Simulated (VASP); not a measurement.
# BP (F-43m) in VASP: notebook

Aim: see how the results for BP move with the level of theory and the settings. Levels: r2SCAN0, HF, HSE06. Tasks: single point, relaxation of cell and atoms.

Everything below comes from runs of VASP 6.6.1. Logs are shortened: lines on timing, memory, paths and dates and some standing lists are left out, and cuts for length are marked.

## 1. The cell of the first run

Symmetry: F-43m, No. 216, cubic system. Conventional cell: a = 4.537 Å, b = 4.537 Å, c = 4.537 Å, α = 90.00°, β = 90.00°, γ = 90.00°. Within 2.6 Å of B (site symmetry -43m) lie 4 P at 1.96 Å. Within 2.6 Å of P (site symmetry -43m) lie 4 B at 1.96 Å.

## 2. Single point, r2SCAN0

File POSCAR:

```
BP
1.0
    0.0000000000      2.2683154741      2.2683154741
    2.2683154741      0.0000000000      2.2683154741
    2.2683154741      2.2683154741      0.0000000000
B P
1 1
Direct
    0.0000000000      0.0000000000      0.0000000000
    0.2500000000      0.2500000000      0.2500000000
```

File INCAR.step1:

```
PREC = Accurate
ENCUT = 520
EDIFF = 1E-5
ISMEAR = 0
SIGMA = 0.01
LREAL = F
LASPH = T
NELM = 80
ALGO = Normal
ISIF = 2
LWAVE = T
LCHARG = F
NBANDS = 11
GGA = PE
```

File INCAR.step2:

```
PREC = Accurate
ENCUT = 520
EDIFF = 1E-6
ISMEAR = 0
SIGMA = 0.01
LREAL = F
LASPH = T
NELM = 80
ALGO = Normal
ISIF = 2
LWAVE = F
LCHARG = F
METAGGA = R2SCAN
LHFCALC = T
AEXX = 0.25
LMIXTAU = T
PRECFOCK = Normal
NBANDS = 11
ISTART = 1
```

File KPOINTS:

```
Automatic mesh
0
Gamma
  6 6 6
```

Potentials or basis: VASP PAW PBE potentials, release 64 (B, P).

Launch:

```
$ cat potpaw_PBE.64/B/POTCAR potpaw_PBE.64/P/POTCAR > POTCAR
$ cp INCAR.step1 INCAR
$ mpirun -np 1 vasp_std > vasp.out
$ cp INCAR.step2 INCAR
$ mpirun -np 1 vasp_std > vasp.out
```

OUTCAR:

```text
PREC = Accurate
   ENCUT = 520
   EDIFF = 1E-6
   ISMEAR = 0
   LREAL = F
   LASPH = T
   NELM = 80
   ISIF = 2
   METAGGA = R2SCAN
   LHFCALC = T
   AEXX = 0.25
   PRECFOCK = Normal
   ISTART = 1

 ion  position               nearest neighbor table
   1  0.000  0.000  0.000-   2 1.96   2 1.96   2 1.96   2 1.96
   2  0.250  0.250  0.250-   1 1.96   1 1.96   1 1.96   1 1.96

  LATTYP: Found a face centered cubic cell.
 ALAT       =     4.5366309482

  Lattice vectors:

 A1 = (   0.0000000000,   2.2683154741,   2.2683154741)
 A2 = (   2.2683154741,   0.0000000000,   2.2683154741)
 A3 = (   2.2683154741,   2.2683154741,   0.0000000000)

Analysis of symmetry for initial positions (statically):
=====================================================================
 Subroutine PRICEL returns:
 Original cell was already a primitive cell.

 Routine SETGRP: Setting up the symmetry group for a
 face centered cubic supercell.

 Subroutine GETGRP returns: Found 24 space group operations
 (whereof 24 operations were pure point group operations)
 out of a pool of 48 trial point group operations.

The static configuration has the point symmetry T_d .

Analysis of symmetry for dynamics (positions and initial velocities):
=====================================================================
 Subroutine PRICEL returns:
 Original cell was already a primitive cell.

 Routine SETGRP: Setting up the symmetry group for a
 face centered cubic supercell.

 Subroutine GETGRP returns: Found 24 space group operations
 (whereof 24 operations were pure point group operations)
 out of a pool of 48 trial point group operations.

The dynamic configuration has the point symmetry T_d .

 Subroutine INISYM returns: Found 24 space group operations
 (whereof 24 operations are pure point group operations),
 and found     1 'primitive' translations

----------------------------------------------------------------------------------------

                                     Primitive cell

  volume of cell :      23.3421

  direct lattice vectors                    reciprocal lattice vectors
     0.000000000  2.268315474  2.268315474    -0.220427893  0.220427893  0.220427893
     2.268315474  0.000000000  2.268315474     0.220427893 -0.220427893  0.220427893
     2.268315474  2.268315474  0.000000000     0.220427893  0.220427893 -0.220427893

  length of vectors
     3.207882507  3.207882507  3.207882507     0.381792310  0.381792310  0.381792310

  position of ions in fractional coordinates (direct lattice)
     0.000000000  0.000000000  0.000000000
     0.250000000  0.250000000  0.250000000

  ion indices of the primitive-cell ions
   primitive index   ion index
                 1           1
                 2           2

----------------------------------------------------------------------------------------

 KPOINTS: Automatic mesh

Automatic generation of k-mesh.
 Grid dimensions read from file:
 generate k-points for:    6    6    6

 Generating k-lattice:

  Cartesian coordinates                     Fractional coordinates (reciprocal lattice)
    -0.036737982  0.036737982  0.036737982     0.166666667  0.000000000  0.000000000
     0.036737982 -0.036737982  0.036737982     0.000000000  0.166666667  0.000000000
     0.036737982  0.036737982 -0.036737982     0.000000000  0.000000000  0.166666667

  Length of vectors
     0.063632052  0.063632052  0.063632052

  Shift w.r.t. Gamma in fractional coordinates (k-lattice)
     0.000000000  0.000000000  0.000000000

 Subroutine IBZKPT returns following result:
 ===========================================

 Found     16 irreducible k-points:

 Following reciprocal coordinates:
            Coordinates               Weight
  0.000000  0.000000  0.000000      1.000000
  0.166667  0.000000  0.000000      8.000000
  0.333333  0.000000  0.000000      8.000000
  0.500000  0.000000  0.000000      4.000000
  0.166667  0.166667  0.000000      6.000000
  0.333333  0.166667  0.000000     24.000000
[... 8 lines left out ...]
 -0.333333  0.333333  0.166667     24.000000
 -0.333333  0.500000  0.166667     12.000000
   k-points           NKPTS =     16   k-points in BZ     NKDIM =    216   number of bands    NBANDS=     11
   number of dos      NEDOS =    301   number of ions     NIONS =      2
   total plane-waves  NPLWV =  13824
   dimension x,y,z NGX =    24 NGY =   24 NGZ =   24
   dimension x,y,z NGXF=    48 NGYF=   48 NGZF=   48
   ions per type =               1   1
   NGX,Y,Z   is equivalent  to a cutoff of  12.44, 12.44, 12.44 a.u.
   NGXF,Y,Z  is equivalent  to a cutoff of  24.88, 24.88, 24.88 a.u.
 SYSTEM =  unknown system
   PREC   = accura    normal or accurate (medium, high low for compatibility)
   ISTART =      1    job   : 0-new  1-cont  2-samecut
   ICHARG =      0    charge: 1-file 2-atom 10-const
   ISPIN  =      1    spin polarized calculation?
   LNONCOLLINEAR =      F non collinear calculations
   LSORBIT =      F    spin-orbit coupling
   LASPH  =      T    aspherical Exc in radial PAW
   ENCUT  =  520.0 eV  38.22 Ry    6.18 a.u.   5.96  5.96  5.96*2*pi/ulx,y,z
   NELM   =     80;   NELMIN=  2; NELMDL=  0     # of ELM steps
   EDIFF  = 0.1E-05   stopping-criterion for ELM
   LREAL  =      F    real-space projection
   EDIFFG = 0.1E-04   stopping-criterion for IOM
   NSW    =      0    number of steps for IOM
   IBRION =     -1    ionic relax: 0-MD 1-quasi-New 2-CG
   NFREE  =      0    steps in history (QN), initial steepest desc. (CG)
   ISIF   =      2    stress and relaxation
   ISYM   =      3    0-nonsym 1-usesym 2-fastsym
   POTIM  = 0.5000    time-step for ionic-motion
   TEBEG  =    0.0;   TEEND  =   0.0 temperature during run
   PSTRESS=    0.0 pullay stress
   NELECT =       8.0000    total number of electrons
   NUPDOWN=      -1.0000    fix difference up-down
   EMIN   =  10.00;   EMAX   =-10.00  energy-range for DOS
   EFERMI =   0.00;   METHOD = LEGACY
   ISMEAR =     0;   SIGMA  =   0.01  broadening in eV -4-tet -1-fermi 0-gaus
   EFERMI_NEDOS =   21; number of points for ismear=-14 and -15
   IALGO  =     38    algorithm
   IMIX   =      1    mixing-type and parameters
     AMIX     =   0.40;   BMIX     =  1.00
     AMIX_MAG =   1.60;   BMIX_MAG =  1.00
  volume/ion in A,a.u.               =      11.67        78.76
  Fermi-wavevector in a.u.,A,eV,Ry     =   1.145666  2.164995 17.858336  1.312551
  Thomas-Fermi vector in A             =   2.282354
   LORBIT       =      0    0 simple, 1 ext, 2 COOP (PROOUT), +10 PAW based schemes
   METAGGA = R2SCAN    functional components
   LHFCALC =     T    Hartree Fock is set to
   PRECFOCK=normal    Normal, Fast or Accurate (Low or Medium for compatibility)
   ENCUT4O =  -1.0   cutoff for four orbital integrals eV
   NKREDX  =     1    reduce k-point grid by
   NKREDY  =     1    reduce k-point grid by
   NKREDZ  =     1    reduce k-point grid by
   AEXX    =    0.2500 exact exchange contribution
   HFSCREEN=    0.0000 screening length (either q_TF or 0.3 A-1)
   HFSCREENC=   0.0000 screening length for correlation (either q_TF or 0.3 A-1)
   ENCUTFOCK=  -1.0 apply spherical cutoff to Coloumb kernel
   IVDW    =     0    specifies the selected vdW correction
   LEPSILON=     F    determine dielectric tensor
   LRPA    =     F    only Hartree local field effects (RPA)
 non-spin polarized calculation
 Gauss-broadening in eV      SIGMA  =   0.01
  energy-cutoff  :      520.00
  volume of cell :       23.34
 maximum number of plane-waves:       636
  NGX = 18; NGY = 18; NGZ = 18

 number of electron       8.0000000 magnetization

 Free energy of the ion-electron system (eV)
  ---------------------------------------------------
  ext. energy  EPLUGINS =         0.00000000
  ---------------------------------------------------
  free energy    TOTEN  =       -18.99903357 eV

  energy without entropy =      -18.99903357  energy(sigma->0) =      -18.99903357

 E-fermi :   6.7892     XC(G=0):  -8.9470

 val. band max:        6.6643534767   @ k =   0.0000   0.0000   0.0000
 cond. band min:       9.5562054669   @ k =   0.5000   0.5000   0.0000
 fundamental gap:      2.8918519903
 Fermi energy:         6.7892146026

 k-point     1 :       0.0000    0.0000    0.0000
  band No.  band energies     occupation
      1     -11.0121      2.00000
      2       6.6644      2.00000
      3       6.6644      2.00000
      4       6.6644      2.00000
      5      11.8215      0.00000
      6      11.8215      0.00000
      7      11.8215      0.00000
      8      16.4307      0.00000
      9      20.5675      0.00000
     10      21.1665      0.00000
     11      21.1665      0.00000

 k-point     2 :       0.1667    0.0000    0.0000
  band No.  band energies     occupation
      1     -10.4493      2.00000
      2       3.4437      2.00000
      3       5.9185      2.00000
      4       5.9185      2.00000
      5      12.5404      0.00000
      6      12.8443      0.00000
      7      12.8443      0.00000
      8      17.8328      0.00000
      9      19.8864      0.00000
     10      19.8864      0.00000
     11      21.9270      0.00000

 k-point     3 :       0.3333    0.0000    0.0000
  band No.  band energies     occupation
      1      -8.8434      2.00000
      2      -1.0619      2.00000
      3       4.9780      2.00000
      4       4.9780      2.00000
      5      12.4442      0.00000
      6      13.4567      0.00000
      7      13.4567      0.00000
      8      19.3235      0.00000
      9      21.0152      0.00000
     10      21.0152      0.00000
     11      22.6977      0.00000
[... 155 lines left out ...]
 k-point    15 :      -0.3333    0.3333    0.1667
  band No.  band energies     occupation
      1      -5.9418      2.00000
      2      -2.7263      2.00000
      3       0.3921      2.00000
      4       2.1573      2.00000
      5      13.0779      0.00000
      6      14.3861      0.00000
      7      17.7090      0.00000
      8      18.2797      0.00000
      9      19.7082      0.00000
     10      24.4406      0.00000
     11      27.3078      0.00000

 k-point    16 :      -0.3333    0.5000    0.1667
  band No.  band energies     occupation
      1      -5.1979      2.00000
      2      -2.9370      2.00000
      3       0.6548      2.00000
      4       0.7891      2.00000
      5      12.3282      0.00000
      6      12.9749      0.00000
      7      18.3050      0.00000
      8      18.9746      0.00000
      9      22.5358      0.00000
     10      25.9158      0.00000
     11      26.1672      0.00000

------------------------ aborting loop because EDIFF is reached ----------------------------------------

  FORCE on cell =-STRESS in cart. coord.  units (eV):
  Direction    XX          YY          ZZ          XY          YZ          ZX
  --------------------------------------------------------------------------------------
  -------------------------------------------------------------------------------------
  Total       -0.3927758     -0.3927758     -0.3927758     -0.0000000      0.0000000     -0.0000000
  in kB      -26.9596938    -26.9596938    -26.9596938     -0.0000000      0.0000000     -0.0000000
  external PRESSURE =     -26.9596938 kB  Pullay stress =       0.0000000 kB

 VOLUME and BASIS-vectors are now :
 -----------------------------------------------------------------------------
  energy-cutoff  :      520.00
  volume of cell :       23.34
      direct lattice vectors                 reciprocal lattice vectors
     0.000000000  2.268315474  2.268315474    -0.220427893  0.220427893  0.220427893
     2.268315474  0.000000000  2.268315474     0.220427893 -0.220427893  0.220427893
     2.268315474  2.268315474  0.000000000     0.220427893  0.220427893 -0.220427893

 POSITION                                       TOTAL-FORCE (eV/Angst)
 -----------------------------------------------------------------------------------
      0.00000      0.00000      0.00000        -0.000000     -0.000000     -0.000000
      1.13416      1.13416      1.13416         0.000000      0.000000      0.000000
 -----------------------------------------------------------------------------------
    total drift:                                0.000000      0.000000      0.000000

  FREE ENERGIE OF THE ION-ELECTRON SYSTEM (eV)
  ---------------------------------------------------
  free  energy   TOTEN  =       -18.9990335663 eV

  energy  without entropy=      -18.9990335663  energy(sigma->0) =      -18.99903357
```

Wall time 8.3 min (1 thread of Intel Xeon Platinum 8259CL at 2.50GHz (Skylake/Cascade Lake), shared host); peak memory 0.14 GiB.

What came out:

```yaml
Free_energy: -18.9990 eV
Pressure: -2.7 GPa
Band_gap_on_the_k_mesh: 2.89 eV (least direct gap 5.16 eV)
```

Levels at points of the mesh, in eV from the valence-band top:
| k point | band 2 | band 3 | band 4 | band 5 | band 6 | band 7 |
| --- | --- | --- | --- | --- | --- | --- |
| (0.00, 0.00, 0.00) | 0.00 | 0.00 | 0.00 | 5.16 | 5.16 | 5.16 |
| (0.50, 0.00, 0.00) | -10.38 | -2.03 | -2.03 | 5.66 | 6.61 | 6.61 |
| (0.50, 0.50, 0.00) | -9.99 | -4.72 | -4.72 | 2.89 | 3.25 | 15.14 |

Caveat: the PAW data sets were made with another functional, which shifts forces and pressure a little.

## 3. Single point, HF

POSCAR is that of step 2.

File INCAR.step1:

```
SYSTEM = BP
PREC = Accurate ; ENCUT = 520
EDIFF = 1E-5 ; ISMEAR = 0
SIGMA = 0.01 ; LREAL = .FALSE.
LASPH = .TRUE. ; NELM = 80
ALGO = Normal ; ISIF = 2
LWAVE = .TRUE. ; NBANDS = 11
GGA = PE
```

File INCAR.step2:

```
SYSTEM = BP
PREC = Accurate ; ENCUT = 520
EDIFF = 1E-7 ; ISMEAR = 0
SIGMA = 0.01 ; LREAL = .FALSE.
LASPH = .TRUE. ; NELM = 80
ALGO = Normal ; ISIF = 2
LWAVE = .FALSE. ; LCHARG = .TRUE.
GGA = PE ; LHFCALC = .TRUE.
AEXX = 1.0 ; ALDAC = 0.0
AGGAC = 0.0 ; PRECFOCK = Normal
LELF = .TRUE. ; LVHAR = .TRUE.
NBANDS = 11 ; ISTART = 1
```

File KPOINTS:

```
regular mesh
0
G
  6 6 6
  0 0 0
```

Potentials or basis: VASP PAW PBE potentials, release 64 (B, P).

Launch:

```
$ cat potpaw_PBE.64/B/POTCAR potpaw_PBE.64/P/POTCAR > POTCAR
$ cp INCAR.step1 INCAR
$ mpirun -np 1 vasp_std > vasp.out
$ cp INCAR.step2 INCAR
$ mpirun -np 1 vasp_std > vasp.out
```

Run time: 10 min. Hardware: 1 thread of Intel Xeon Platinum 8259CL at 2.50GHz (Skylake/Cascade Lake), shared host; peak memory 0.14 GiB.

The run converged. Its results:

- Free energy: -21.4598 eV
- Pressure: 4.0 GPa
- Band gap on the k mesh: 8.09 eV (least direct gap 10.85 eV)

Levels at points of the mesh, in eV from the valence-band top:
| k point | band 1 | band 2 | band 3 | band 4 | band 5 | band 6 | band 7 | band 8 | band 9 |
| --- | --- | --- | --- | --- | --- | --- | --- | --- | --- |
| (0.00, 0.00, 0.00) | -21.66 | 0.00 | 0.00 | 0.00 | 10.85 | 10.85 | 10.85 | 16.36 | 19.83 |
| (0.50, 0.00, 0.00) | -17.09 | -12.53 | -2.36 | -2.36 | 11.31 | 12.44 | 12.44 | 18.84 | 24.46 |
| (0.50, 0.50, 0.00) | -14.77 | -12.32 | -5.54 | -5.54 | 8.09 | 8.48 | 22.54 | 22.54 | 25.78 |

Caveat: the cell stands under pressure; the PAW data sets were made with another functional, which shifts forces and pressure a little. A k mesh can miss the band edges.

## 4. Relaxation of cell and atoms, HSE06

POSCAR is that of step 3.

File INCAR.step1:

```
SYSTEM = BP
ALGO = Normal
EDIFF = 1E-5
ENCUT = 600
GGA = PE
ISMEAR = -1
LASPH = .TRUE.
LCHARG = .FALSE.
LREAL = .FALSE.
LWAVE = .TRUE.
NBANDS = 11
NELM = 100
PREC = Accurate
SIGMA = 0.02
```

File INCAR.step2:

```
SYSTEM = BP
ALGO = Normal
EDIFF = 1E-7
EDIFFG = -0.005
ENCUT = 600
GGA = PE
HFSCREEN = 0.2079
IBRION = 2
ISIF = 3
ISMEAR = -1
ISTART = 1
LASPH = .TRUE.
LCHARG = .FALSE.
LHFCALC = .TRUE.
LREAL = .FALSE.
LWAVE = .FALSE.
NELM = 100
NSW = 80
PREC = Accurate
PRECFOCK = Normal
SIGMA = 0.02
```

File KPOINTS:

```
k-points
0
G
  6 6 6
  0 0 0
```

Launch:

```
$ cat potpaw_PBE.64/B/POTCAR potpaw_PBE.64/P/POTCAR > POTCAR
$ cp INCAR.step1 INCAR
$ mpirun -np 1 vasp_std > vasp.out
$ cp INCAR.step2 INCAR
$ mpirun -np 1 vasp_std > vasp.out
```

It took 32 min on 1 thread of AMD EPYC 7R13, shared host; peak memory 0.23 GiB.

The run converged. Its results:

```yaml
Free_energy: -14.8275 eV
Relaxed_volume: 11.54 Å³/atom
Relaxed_cell: a = 3.196 Å, b = 3.196 Å, c = 3.196 Å, α = 60.00°, β = 60.00°, γ = 60.00°
Space_group_after_relaxing_to_0.1_Å: F-43m (No. 216)
Energy_gained_by_relaxing: 0.8 meV/atom
Ionic_steps: 3
Pressure_after_relaxing: 0.0 GPa
Band_gap_on_the_k_mesh: 2.04 eV (least direct gap 4.35 eV)
```

The path:
```
step  energy change (eV)  largest force (eV/Å)  pressure (GPa)  volume (Å³)
   1              0.0000                0.0000           -1.88        23.34
   2             -0.0005                0.0000            1.57        22.88
   3             -0.0015                0.0000            0.00        23.09
```

Final structure:
```xyz
2
Lattice="0.0000 2.2601 2.2601 2.2601 0.0000 2.2601 2.2601 2.2601 0.0000" Properties=species:S:1:pos:R:3 pbc="T T T"
B     0.0000    0.0000    0.0000
P     1.1300    1.1300    1.1300
```

Levels at points of the mesh, in eV from the valence-band top:
```
           k point  band 1  band 2  band 3  band 4  band 5  band 6  band 7  band 8
(0.00, 0.00, 0.00)  -17.21    0.00    0.00    0.00    4.35    4.35    4.35    8.88
(0.50, 0.00, 0.00)  -13.49  -10.09   -1.95   -1.95    4.81    5.73    5.73   11.40
(0.50, 0.50, 0.00)  -11.75   -9.64   -4.57   -4.57    2.04    2.40   13.95   13.95
```

Caveat: the PAW data sets were made with another functional, which shifts forces and pressure a little. A k mesh can miss the band edges.

## 5. The runs side by side

```tsv
task	level	cell	cutoff (eV)	smearing	share of exact exchange	screening parameter	gap on the mesh (eV)	pressure (GPa)
single point	r2SCAN0	as given	520	gaussian 0.01 eV	0.25	-	2.89	-2.7
single point	HF	as given	520	gaussian 0.01 eV	1	-	8.09	4.0
relaxation of cell and atoms	HSE06	relaxed	600	fermi-dirac 0.02 eV	0.25	0.2079 1/Å	2.04	0.0
```

Alike in all rows: potentials or basis VASP PAW PBE potentials, release 64 (B, P); no spin polarisation; k mesh 6 × 6 × 6.

Caveats: the PAW data sets were made with another functional, which shifts forces and pressure a little; the cell stands under pressure (at least some runs).

Absolute energies hang on the potentials; compare differences alone.
